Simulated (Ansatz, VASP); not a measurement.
# Two plane-wave programs on MgS

INCAR

```
SYSTEM = MgS
  PREC = Accurate
  ENCUT = 600
  EDIFF = 1E-6
  ISMEAR = 0
  SIGMA = 0.05
  LREAL = .False.
  LASPH = .True.
  NELM = 120
  ALGO = Normal
  ISIF = 2
  LWAVE = .False.
  LCHARG = .True.
  GGA = PE
  LELF = .True.
  LVHAR = .True.
  NBANDS = 11
  GGA_COMPAT = .False.
```

The input KPOINTS:

```
Automatic mesh
0
Gamma
  12 12 12
  0 0 0
```

Contents of POSCAR:

```
MgS
1.0
    0.0000000000      2.6016508254      2.6016508254
    2.6016508254      0.0000000000      2.6016508254
    2.6016508254      2.6016508254      0.0000000000
Mg S
1 1
Direct
    0.0000000000      0.0000000000      0.0000000000
    0.5000000000      0.5000000000      0.5000000000
```

Input for Ansatz:

```yaml
crystal:
  lattice:
    - [0.0, 2.6016508254, 2.6016508254]
    - [2.6016508254, 0.0, 2.6016508254]
    - [2.6016508254, 2.6016508254, 0.0]
  atoms:
    - { symbol: Mg, position: [0.0, 0.0, 0.0] }
    - { symbol: S, position: [0.5, 0.5, 0.5] }
basis:
  ecutwfc: 420
  ecutrho_ratio: 4
kpoints:
  mp_grid: { grid: [12, 12, 12] }
hamiltonian:
  xc: pbe
scf:
  occupations: { method: gaussian, width: 0.05 }
output:
  forces: true
  stress: true
  eigenvalues: true
  eigenstates:
    nscf_kmesh: { grid: [20, 20, 20] }
    de_dk: true
    e_range: [-2.5, 5.290272781629]
  write_density: true
  write_potential: true
  elf: true
  volumetric_format: npy
```

Alike in both runs: task single point; functional PBE; k mesh 12 × 12 × 12; occupations gaussian, width 0.05 eV; no spin polarisation.

|  | VASP | Ansatz |
| --- | --- | --- |
| version | VASP 6.6.1 | Ansatz 0.2.0 |
| potentials or method | VASP PAW PBE potentials, release 64 (Mg, S), cutoff 600 eV | scalar-relativistic, plane waves, PAW |
| valence electrons in the cell | 8 | 16 |

|  | VASP | Ansatz | Ansatz less VASP |
| --- | --- | --- | --- |
| gap on the k mesh at the Fermi level (eV) | 2.78 | 2.79 | +0.014 |
| least direct gap on the mesh (eV) | 3.71 | 3.72 | +0.012 |
| pressure (GPa) | 0.9 | 1.2 | +0.28 |

VASP's potentials hold 8 valence electrons a cell and Ansatz's 16, so a difference there can come from the potentials and not from the codes.
